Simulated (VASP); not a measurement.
The system is BeTe.

```
CELL_PARAMETERS angstrom
0.00000 2.80645 2.80645
2.80645 0.00000 2.80645
2.80645 2.80645 0.00000
ATOMIC_POSITIONS crystal
Te 0.75000 0.75000 0.75000
Be 0.00000 0.00000 0.00000
```

Program: VASP 6.6.1. Alike in all runs: task single point; no spin polarisation; cell as given; k mesh 8 × 8 × 8; cutoff (eV) 520; smearing fermi-dirac 0.05 eV.

Task: Order these runs on this cell by their band gap on the k mesh, lowest first.
A. level LDA; potentials or basis VASP PAW LDA potentials, release 64 (Te, Be)
B. level RPBE+D4; potentials or basis VASP PAW PBE potentials, release 64 (Te, Be)
C. level PBE exchange alone; potentials or basis VASP PAW PBE potentials, release 64 (Te, Be)

Result: A (1.85 eV), B (2.04 eV), C (2.20 eV).

Caveats: spin-orbit coupling is left out, which moves the levels of the heavy elements.

A k mesh can miss the band edges.
